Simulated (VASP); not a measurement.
Wanted: the native input for a VASP 6.6.1 run.

```
Task                   : single point
Functional             : PBE
Potentials or basis    : VASP PAW PBE potentials, release 64 (W_sv)
Cutoff                 : 520 eV
k mesh                 : 12 × 12 × 10
Occupations            : gaussian, width 0.1 eV
Spin                   : no spin polarisation
Dipole correction      : no
Further INCAR settings : ALGO = Fast; EDIFF = 1e-06; NBANDS = 36
```

The structure of W lies in POSCAR:

```
W
1.0
    4.3547561856      0.0000000000      0.0000000000
   -2.1773780928      3.7713294840      0.0000000000
    0.0000000000      0.0000000000      4.9618176390
W
4
Direct
    0.0000000000      0.0000000000      0.7500000000
    0.0000000000      0.0000000000      0.2500000000
    0.3333333333      0.6666666667      0.7500000000
    0.6666666667      0.3333333333      0.2500000000
```

This isn't the form of W at room conditions, which is bcc.

These files were run (other wordings do the same):

INCAR

```
SYSTEM = W
  PREC = Accurate
  ENCUT = 520
  EDIFF = 1E-6
  ISMEAR = 0
  SIGMA = 0.1
  LREAL = .FALSE.
  LASPH = .TRUE.
  NELM = 60
  ALGO = Fast
  ISIF = 2
  LWAVE = .FALSE.
  LCHARG = .FALSE.
  GGA = PE
  NBANDS = 36
```

KPOINTS

```
regular mesh
0
G
  12 12 10
  0 0 0
```

Potentials or basis: VASP PAW PBE potentials, release 64 (W_sv).

Launch:

```bash
$ cat potpaw_PBE.64/W_sv/POTCAR > POTCAR
$ mpirun -np 1 vasp_std > vasp.out
```

It gave:

```json
{
  "Pressure": "0.7 GPa",
  "Band gap on the k mesh": "zero (bands 28 and 29 overlap by 0.75 eV)"
}
```

Caveat: spin-orbit coupling is left out, which moves the levels of the heavy elements.

It took 3.2 min on 1 thread of Intel(R) Xeon(R) Platinum 8559C (Emerald Rapids), with other jobs on the host, peak memory 0.36 GiB.
